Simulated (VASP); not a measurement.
A run of VASP 6.6.1 is set up as follows.

File INCAR:

```
PREC = Accurate ; ENCUT = 520
EDIFF = 1E-6 ; ISMEAR = 0
SIGMA = 0.1 ; LREAL = F
LASPH = T ; NELM = 150
ALGO = Normal ; ISIF = 2
LWAVE = F ; LCHARG = T
ISPIN = 2 ; MAGMOM = 0 0 0 0 0 1
LORBIT = 11 ; LMAXMIX = 4
GGA = PE ; LELF = T
LVHAR = T ; NBANDS = 33
```

Contents of KPOINTS:

```
regular mesh
0
Gamma
  6 6 2
```

File POSCAR:

```
Y2Si3O
1.0
    4.6997428855      0.0000000000      0.0000000000
   -2.3498714428      4.0700967301      0.0000000000
    0.0000000000      0.0000000000      7.8194989113
Y Si O
2 3 1
Direct
    0.0000000000      0.0000000000      0.0000000000
    0.6666666667      0.3333333333      0.5000000000
    0.3333333333      0.6666666667      0.5000000000
    0.6666666667      0.3333333333      0.8583395020
    0.6666666667      0.3333333333      0.1416604980
    0.0000000000      0.0000000000      0.5000000000
```

Potentials or basis: VASP PAW PBE potentials, release 64 (Y_sv, Si, O).

Run with:

```bash
$ cat potpaw_PBE.64/Y_sv/POTCAR potpaw_PBE.64/Si/POTCAR potpaw_PBE.64/O/POTCAR > POTCAR
$ mpirun -np 1 vasp_std > vasp.out
```

(1) What does it give for the net moment?

(2) What does it give for the site moments?

(3) Estimate the pressure.

(4) Predict the largest force.

Answers

(1) 0.46 μB per cell.

(2) Y -0.01, +0.13; Si +0.12, -0.00 (each value once); O +0.03 μB.

(3) 0.0 GPa.

(4) 0.025 eV/Å.

Caveat: the k points lie up to 0.40 Å⁻¹ apart.
